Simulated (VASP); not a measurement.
BaZrP:

```
CELL_PARAMETERS angstrom
4.48398 0.00000 0.00000
-2.24199 3.88324 0.00000
0.00000 0.00000 4.47485
ATOMIC_POSITIONS crystal
Ba 0.66667 0.33333 0.00000
Zr 0.00000 0.00000 0.50000
P 0.33333 0.66667 0.50000
```

The cell was generated, and may not be a known phase.

```yaml
Program: VASP 6.6.1
Task: relaxation of cell and atoms
Functional: PBE
Potentials_or_basis: VASP PAW PBE potentials, release 64 (Ba_sv, Zr_sv, P)
Cutoff: 600 eV
k_mesh: 6 × 6 × 4
Occupations: gaussian, width 0.1 eV
Spin: no spin polarisation
```

At the start: pressure 5.3 GPa; volume 25.97 Å³/atom.

Problem. How do energy, volume and symmetry change on relaxing?

Solution. Over 8 steps the energy falls by 79.4 meV/atom and the volume is 30.69 Å³/atom (+18.1 %); space group P-6m2 (No. 187, to 0.1 Å) before and after.

The path:
```
step  energy change (eV)  largest force (eV/Å)  pressure (GPa)  volume (Å³)
   1              0.0000                0.0000            5.30        77.92
   2             -0.1087                0.0000           -1.75        88.02
   3             -0.1196                0.0000           -0.34        85.47
   4             -0.1737                0.0000           -0.16        86.77
   5             -0.2297                0.0000            0.53        89.29
   6             -0.2335                0.0000            0.87        90.09
   7             -0.2334                0.0000           -0.89        94.09
   8             -0.2381                0.0000           -0.04        92.06
```

Final structure:
```xyz
3
Lattice="4.4762 0.0000 0.0000 -2.2381 3.8765 0.0000 0.0000 0.0000 5.3053" Properties=species:S:1:pos:R:3 pbc="T T T"
Ba    2.2381    1.2922    0.0000
Zr    4.4762    0.0000    2.6527
P     0.0000    2.5844    2.6527
```

Caveat: the volume moved by over 15 % at a fixed basis, so the end points are rough.
